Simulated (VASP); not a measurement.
# Mo (P6_3/mmc) in VASP: further runs

Runs on Mo. Level: PBE. Tasks: single point.

Everything below comes from runs of VASP 6.6.1. Logs are shortened: lines on timing, memory, paths and dates and some standing lists are left out, and cuts for length are marked.

## (1) The cell of the first run

It takes space group P6_3/mmc (No. 194, hexagonal). Conventional cell: a = 2.810 Å, b = 2.810 Å, c = 9.779 Å, α = 90.00°, β = 90.00°, γ = 120.00°. Mo (site symmetry -3m) has 12 Mo at 2.81 to 2.93 Å within 3.7 Å. Within 3.7 Å of Mo (site symmetry -6m2) lie 12 Mo at 2.81 to 2.93 Å.

This isn't the form of Mo at room conditions, which is bcc.

## (2) Single point, PBE (16.72 Å³/atom)

File INCAR:

```
SYSTEM = Mo
PREC = Accurate
ENCUT = 520
EDIFF = 1E-6
ISMEAR = -1
SIGMA = 0.1
LREAL = .False.
LASPH = .True.
NELM = 100
ALGO = Normal
ISIF = 2
LWAVE = .False.
LCHARG = .False.
GGA = PE
NBANDS = 36
```

File KPOINTS:

```
regular mesh
0
Gamma
  15 15 4
  0 0 0
```

File POSCAR:

```
Mo
1.0
    2.8104538573      0.0000000000      0.0000000000
   -1.4052269287      2.4339244366      0.0000000000
    0.0000000000      0.0000000000      9.7786108404
Mo
4
Direct
    0.0000000000      1.0000000000      0.0000000000
    0.0000000000      0.0000000000      0.5000000000
    0.3333333333      0.6666666667      0.2500000000
    0.6666666667      0.3333333333      0.7500000000
```

Potentials or basis: VASP PAW PBE potentials, release 64 (Mo_sv).

The run is started by

```sh
> cat potpaw_PBE.64/Mo_sv/POTCAR > POTCAR
> mpirun -np 1 vasp_std > vasp.out
```

OUTCAR:

```text
SYSTEM = Mo
   PREC = Accurate
   ENCUT = 520
   EDIFF = 1E-6
   ISMEAR = -1
   LREAL = .False.
   LASPH = .True.
   NELM = 100
   ISIF = 2
   GGA = PE

 ion  position               nearest neighbor table
   1  0.000  0.000  0.000-   3 2.93   4 2.93   4 2.93   3 2.93   4 2.93   3 2.93
   2  0.000  0.000  0.500-   3 2.93   4 2.93   4 2.93   3 2.93   4 2.93   3 2.93
   3  0.333  0.667  0.250-   1 2.93   2 2.93   1 2.93   2 2.93   1 2.93   2 2.93
   4  0.667  0.333  0.750-   1 2.93   2 2.93   1 2.93   2 2.93   1 2.93   2 2.93

  LATTYP: Found a hexagonal cell.
 ALAT       =     2.8104538573
 C/A-ratio  =     3.4793707127

  Lattice vectors:

 A1 = (   2.8104538573,   0.0000000000,   0.0000000000)
 A2 = (  -1.4052269287,   2.4339244366,   0.0000000000)
 A3 = (   0.0000000000,   0.0000000000,   9.7786108404)

Analysis of symmetry for initial positions (statically):
=====================================================================
 Subroutine PRICEL returns:
 Original cell was already a primitive cell.

 Routine SETGRP: Setting up the symmetry group for a
 hexagonal supercell.

 Subroutine GETGRP returns: Found 24 space group operations
 (whereof 12 operations were pure point group operations)
 out of a pool of 24 trial point group operations.

The static configuration has the point symmetry D_3d.
 The point group associated with its full space group is D_6h.

Analysis of symmetry for dynamics (positions and initial velocities):
=====================================================================
 Subroutine PRICEL returns:
 Original cell was already a primitive cell.

 Routine SETGRP: Setting up the symmetry group for a
 hexagonal supercell.

 Subroutine GETGRP returns: Found 24 space group operations
 (whereof 12 operations were pure point group operations)
 out of a pool of 24 trial point group operations.

The dynamic configuration has the point symmetry D_3d.
 The point group associated with its full space group is D_6h.

 Subroutine INISYM returns: Found 24 space group operations
 (whereof 12 operations are pure point group operations),
 and found     1 'primitive' translations

----------------------------------------------------------------------------------------

                                     Primitive cell

  volume of cell :      66.8899

  direct lattice vectors                    reciprocal lattice vectors
     2.810453857  0.000000000  0.000000000     0.355814417  0.205429549  0.000000000
    -1.405226929  2.433924437  0.000000000     0.000000000  0.410859099  0.000000000
     0.000000000  0.000000000  9.778610840     0.000000000  0.000000000  0.102264014

  length of vectors
     2.810453857  2.810453857  9.778610840     0.410859099  0.410859099  0.102264014

  position of ions in fractional coordinates (direct lattice)
     0.000000000  0.000000000  0.000000000
     0.000000000  0.000000000  0.500000000
     0.333333333  0.666666667  0.250000000
     0.666666667  0.333333333  0.750000000

  ion indices of the primitive-cell ions
   primitive index   ion index
                 1           1
                 2           2
                 3           3
                 4           4

----------------------------------------------------------------------------------------

 KPOINTS: regular mesh

Automatic generation of k-mesh.
 Grid dimensions read from file:
 generate k-points for:   15   15    4

 Generating k-lattice:

  Cartesian coordinates                     Fractional coordinates (reciprocal lattice)
     0.023720961  0.013695303  0.000000000     0.066666667  0.000000000  0.000000000
     0.000000000  0.027390607  0.000000000     0.000000000  0.066666667  0.000000000
     0.000000000  0.000000000  0.025566004     0.000000000  0.000000000  0.250000000

  Length of vectors
     0.027390607  0.027390607  0.025566004

  Shift w.r.t. Gamma in fractional coordinates (k-lattice)
     0.000000000  0.000000000  0.000000000

 Subroutine IBZKPT returns following result:
 ===========================================

 Found     81 irreducible k-points:

 Following reciprocal coordinates:
            Coordinates               Weight
  0.000000  0.000000  0.000000      1.000000
  0.066667  0.000000  0.000000      6.000000
  0.133333  0.000000  0.000000      6.000000
  0.200000  0.000000  0.000000      6.000000
  0.266667  0.000000  0.000000      6.000000
  0.333333 -0.000000  0.000000      6.000000
[... 16 lines left out ...]
  0.333333  0.200000  0.000000     12.000000
  0.400000  0.200000  0.000000      6.000000
 [... further k-points ...]
   k-points           NKPTS =     81   k-points in BZ     NKDIM =     81   number of bands    NBANDS=     36
   number of dos      NEDOS =    301   number of ions     NIONS =      4
   total plane-waves  NPLWV =  46080
   dimension x,y,z NGX =    24 NGY =   24 NGZ =   80
   dimension x,y,z NGXF=    48 NGYF=   48 NGZF=  160
   ions per type =               4
   NGX,Y,Z   is equivalent  to a cutoff of  14.20, 14.20, 13.60 a.u.
   NGXF,Y,Z  is equivalent  to a cutoff of  28.39, 28.39, 27.20 a.u.
 SYSTEM =  Mo
   PREC   = accura    normal or accurate (medium, high low for compatibility)
   ISTART =      0    job   : 0-new  1-cont  2-samecut
   ICHARG =      2    charge: 1-file 2-atom 10-const
   ISPIN  =      1    spin polarized calculation?
   LNONCOLLINEAR =      F non collinear calculations
   LSORBIT =      F    spin-orbit coupling
   LASPH  =      T    aspherical Exc in radial PAW
   ENCUT  =  520.0 eV  38.22 Ry    6.18 a.u.   5.23  5.23 18.18*2*pi/ulx,y,z
   NELM   =    100;   NELMIN=  2; NELMDL= -5     # of ELM steps
   EDIFF  = 0.1E-05   stopping-criterion for ELM
   LREAL  =      F    real-space projection
   EDIFFG = 0.1E-04   stopping-criterion for IOM
   NSW    =      0    number of steps for IOM
   IBRION =     -1    ionic relax: 0-MD 1-quasi-New 2-CG
   NFREE  =      0    steps in history (QN), initial steepest desc. (CG)
   ISIF   =      2    stress and relaxation
   ISYM   =      2    0-nonsym 1-usesym 2-fastsym
   POTIM  = 0.5000    time-step for ionic-motion
   TEBEG  =    0.0;   TEEND  =   0.0 temperature during run
   PSTRESS=    0.0 pullay stress
   NELECT =      56.0000    total number of electrons
   NUPDOWN=      -1.0000    fix difference up-down
   EMIN   =  10.00;   EMAX   =-10.00  energy-range for DOS
   EFERMI =   0.00;   METHOD = LEGACY
   ISMEAR =    -1;   SIGMA  =   0.10  broadening in eV -4-tet -1-fermi 0-gaus
   EFERMI_NEDOS =   21; number of points for ismear=-14 and -15
   IALGO  =     38    algorithm
   IMIX   =      4    mixing-type and parameters
     AMIX     =   0.40;   BMIX     =  1.00
     AMIX_MAG =   1.60;   BMIX_MAG =  1.00
  volume/ion in A,a.u.               =      16.72       112.85
  Fermi-wavevector in a.u.,A,eV,Ry     =   1.542946  2.915744 32.391131  2.380681
  Thomas-Fermi vector in A             =   2.648678
   LORBIT       =      0    0 simple, 1 ext, 2 COOP (PROOUT), +10 PAW based schemes
   GGA     = PE    functional components
[... 5 lines left out ...]
 non-spin polarized calculation
  energy-cutoff  :      520.00
  volume of cell :       66.89
 maximum number of plane-waves:      1821
 NGX is ok and might be reduce to    24
   NGX = 11   NGY = 11   NGZ = 37

 number of electron      55.9999998 magnetization

 Free energy of the ion-electron system (eV)
  ---------------------------------------------------
  ext. energy  EPLUGINS =         0.00000000
  ---------------------------------------------------
  free energy    TOTEN  =       -42.07402031 eV

  energy without entropy =      -41.89457364  energy(sigma->0) =      -41.98429697

 E-fermi :  11.2279     XC(G=0): -12.9936

 val. band max:       11.2131080924   @ k =   0.2667   0.0000   0.2500
 cond. band min:      11.2415519797   @ k =   0.0667   0.0667   0.5000
 fundamental gap:      0.0284438873
 Fermi energy:        11.2278771266

 k-point     1 :       0.0000    0.0000    0.0000
  band No.  band energies     occupation
      1     -49.6090      2.00000
      2     -49.5475      2.00000
      3     -49.5250      2.00000
      4     -49.4624      2.00000
      5     -24.1236      2.00000
      6     -23.6559      2.00000
[... 28 lines left out ...]
     35      13.3782      0.00000
     36      13.3782      0.00000

 k-point     2 :       0.0667    0.0000    0.0000
  band No.  band energies     occupation
      1     -49.6009      2.00000
      2     -49.5406      2.00000
      3     -49.5182      2.00000
      4     -49.4570      2.00000
      5     -24.1077      2.00000
      6     -23.6537      2.00000
[... 28 lines left out ...]
     35      13.4146      0.00000
     36      13.5010      0.00000

 k-point     3 :       0.1333    0.0000    0.0000
  band No.  band energies     occupation
      1     -49.5776      2.00000
      2     -49.5213      2.00000
      3     -49.4989      2.00000
      4     -49.4417      2.00000
      5     -24.0617      2.00000
      6     -23.6521      2.00000
[... 28 lines left out ...]
     35      13.4373      0.00000
     36      13.7262      0.00000

 k-point     4 :       0.2000    0.0000    0.0000
  band No.  band energies     occupation
      1     -49.5426      2.00000
      2     -49.4927      2.00000
      3     -49.4703      2.00000
      4     -49.4196      2.00000
      5     -23.9907      2.00000
      6     -23.6726      2.00000
[... 28 lines left out ...]
     35      13.4437      0.00000
     36      13.6374      0.00000

 k-point     5 :       0.2667    0.0000    0.0000
  band No.  band energies     occupation
      1     -49.5012      2.00000
      2     -49.4596      2.00000
      3     -49.4372      2.00000
      4     -49.3951      2.00000
      5     -23.9077      2.00000
      6     -23.7825      2.00000
[... 655 lines left out ...]
 k-point    22 :       0.2667    0.2000    0.0000
  band No.  band energies     occupation
      1     -49.4164      2.00000
      2     -49.3965      2.00000
      3     -49.3740      2.00000
      4     -49.3540      2.00000
      5     -23.9768      2.00000
      6     -23.9466      2.00000
[... 28 lines left out ...]
     35      14.9318      0.00000
     36      14.9832      0.00000

 k-point    23 :       0.3333    0.2000    0.0000
  band No.  band energies     occupation
      1     -49.3917      2.00000
      2     -49.3804      2.00000
      3     -49.3579      2.00000
      4     -49.3467      2.00000
      5     -24.0387      2.00000
      6     -23.9974      2.00000
[... 28 lines left out ...]
     35      14.8401      0.00000
     36      14.9997      0.00000

 k-point    24 :       0.4000    0.2000    0.0000
  band No.  band energies     occupation
      1     -49.3819      2.00000
      2     -49.3748      2.00000
      3     -49.3522      2.00000
      4     -49.3450      2.00000
      5     -24.0618      2.00000
      6     -24.0149      2.00000
[... 28 lines left out ...]
     35      14.6830      0.00000
     36      14.8514      0.00000

 [... further k-points ...]

------------------------ aborting loop because EDIFF is reached ----------------------------------------

  FORCE on cell =-STRESS in cart. coord.  units (eV):
  Direction    XX          YY          ZZ          XY          YZ          ZX
  --------------------------------------------------------------------------------------
  -------------------------------------------------------------------------------------
  Total       -3.5871400     -3.5871400     -3.1501917      0.0000000      0.0000000     -0.0000000
  in kB      -85.9207780    -85.9207780    -75.4547958      0.0000000      0.0000000     -0.0000000
  external PRESSURE =     -82.4321173 kB  Pullay stress =       0.0000000 kB

 VOLUME and BASIS-vectors are now :
 -----------------------------------------------------------------------------
  energy-cutoff  :      520.00
  volume of cell :       66.89
      direct lattice vectors                 reciprocal lattice vectors
     2.810453857  0.000000000  0.000000000     0.355814417  0.205429549  0.000000000
    -1.405226929  2.433924437  0.000000000     0.000000000  0.410859099  0.000000000
     0.000000000  0.000000000  9.778610840     0.000000000  0.000000000  0.102264014

 POSITION                                       TOTAL-FORCE (eV/Angst)
 -----------------------------------------------------------------------------------
      0.00000      0.00000      0.00000        -0.000000      0.000000     -0.000000
      0.00000      0.00000      4.88931        -0.000000      0.000000     -0.000000
     -0.00000      1.62262      2.44465         0.000000      0.000000      0.000000
      1.40523      0.81131      7.33396        -0.000000      0.000000     -0.000000
 -----------------------------------------------------------------------------------
    total drift:                               -0.000000      0.000000     -0.000000

  FREE ENERGIE OF THE ION-ELECTRON SYSTEM (eV)
  ---------------------------------------------------
  free  energy   TOTEN  =       -42.0740203113 eV

  energy  without entropy=      -41.8945736385  energy(sigma->0) =      -41.98429697
```

It took 72 s on 1 thread of Intel Xeon 6975P-C (Granite Rapids), shared host; peak memory 0.28 GiB.

Results:

```
Free energy            : -42.0740 eV
Pressure               : -8.2 GPa
Band gap on the k mesh : zero (bands 28 and 29 overlap by 1.65 eV)
```

Stress tensor (GPa, compression positive):
```
-8.59  0.00  0.00
 0.00 -8.59  0.00
 0.00  0.00 -7.55
```

Caveat: the cell stands under tension.

## (3) Single point, PBE (17.37 Å³/atom)

This run uses another cell than the first one, of 17.37 Å³/atom.

File INCAR:

```
PREC = Accurate
ENCUT = 520
EDIFF = 1E-6
ISMEAR = -1
SIGMA = 0.1
LREAL = False
LASPH = True
NELM = 100
ALGO = Normal
ISIF = 2
LWAVE = False
LCHARG = True
GGA = PE
LELF = True
LVHAR = True
NBANDS = 36
```

File KPOINTS:

```
Automatic mesh
0
Gamma
  15 15 4
```

File POSCAR:

```
Mo
1.0
    2.8460329996      0.0000000000      0.0000000000
   -1.4230164998      2.4647368777      0.0000000000
    0.0000000000      0.0000000000      9.9024038661
Mo
4
Direct
    0.0000000000      1.0000000000      0.0000000000
    0.0000000000      0.0000000000      0.5000000000
    0.3333333333      0.6666666667      0.2500000000
    0.6666666667      0.3333333333      0.7500000000
```

Potentials or basis: VASP PAW PBE potentials, release 64 (Mo_sv).

The run is started by

```sh
> cat potpaw_PBE.64/Mo_sv/POTCAR > POTCAR
> mpirun -np 1 vasp_std > vasp.out
```

It took 77 s on 1 thread of Intel Xeon 6975P-C (Granite Rapids), shared host; peak memory 0.28 GiB.

It converged, with:

| Quantity | Value |
| --- | --- |
| Free energy | -41.8841 eV |
| Pressure | -15.3 GPa |
| Band gap on the k mesh | zero (bands 28 and 29 overlap by 1.58 eV) |

Stress tensor (GPa, compression positive):
```
-16.01   0.00   0.00
  0.00 -16.01   0.00
  0.00   0.00 -13.90
```

Levels at points of the mesh, in eV from the Fermi level:
| k point | band 24 | band 25 | band 26 | band 27 | band 28 | band 29 | band 30 | band 31 | band 32 | band 33 |
| --- | --- | --- | --- | --- | --- | --- | --- | --- | --- | --- |
| (0.00, 0.00, 0.00) | -0.66 | -0.66 | -0.55 | -0.55 | -0.32 | -0.32 | -0.18 | -0.18 | 0.65 | 1.43 |
| (0.00, 0.00, 0.50) | -0.56 | -0.56 | -0.56 | -0.47 | -0.47 | -0.32 | -0.32 | -0.32 | -0.32 | 1.70 |

Caveat: the cell stands under tension.

## (4) Single point, PBE (18.01 Å³/atom)

This run uses another cell than the first one, of 18.01 Å³/atom.

File INCAR:

```
ALGO     = Normal         # electronic algorithm
EDIFF    = 1E-7           # SCF threshold, eV
ENCUT    = 520            # plane-wave cutoff, eV
GGA      = PE             # functional
ISIF     = 2              # what is computed and relaxed
ISMEAR   = -1             # smearing method
LASPH    = T              # aspherical terms in the spheres
LCHARG   = F              # write CHGCAR
LREAL    = F              # projectors in reciprocal space
LWAVE    = F              # write WAVECAR
NBANDS   = 36             # bands
NELM     = 60             # most SCF steps
PREC     = Accurate       # precision mode
SIGMA    = 0.1            # smearing width, eV
```

File KPOINTS:

```
k-points
0
Gamma
  15 15 4
```

File POSCAR:

```
Mo
1.0
    2.8807441401      0.0000000000      0.0000000000
   -1.4403720700      2.4947976071      0.0000000000
    0.0000000000      0.0000000000     10.0231767917
Mo
4
Direct
    0.0000000000      1.0000000000      0.0000000000
    0.0000000000      0.0000000000      0.5000000000
    0.3333333333      0.6666666667      0.2500000000
    0.6666666667      0.3333333333      0.7500000000
```

The run is started by

```sh
> cat potpaw_PBE.64/Mo_sv/POTCAR > POTCAR
> mpirun -np 1 vasp_std > vasp.out
```

Wall time 81 s (1 thread of Intel Xeon 6975P-C (Granite Rapids), shared host); peak memory 0.29 GiB.

Results (log left out):

```yaml
Free_energy: -41.5917 eV
Pressure: -21.0 GPa
Band_gap_on_the_k_mesh: zero (bands 28 and 29 overlap by 1.52 eV)
```

Stress tensor (GPa, compression positive):
```
-22.01   0.00   0.00
  0.00 -22.01   0.00
  0.00   0.00 -19.08
```

Levels at points of the mesh, in eV from the Fermi level:
| k point | band 24 | band 25 | band 26 | band 27 | band 28 | band 29 | band 30 | band 31 | band 32 | band 33 |
| --- | --- | --- | --- | --- | --- | --- | --- | --- | --- | --- |
| (0.00, 0.00, 0.00) | -0.61 | -0.61 | -0.51 | -0.51 | -0.29 | -0.29 | -0.16 | -0.16 | 0.58 | 1.36 |
| (0.00, 0.00, 0.50) | -0.52 | -0.52 | -0.52 | -0.49 | -0.49 | -0.29 | -0.29 | -0.29 | -0.29 | 1.62 |

Caveat: the cell stands under tension.

[end of part 1 of 2]
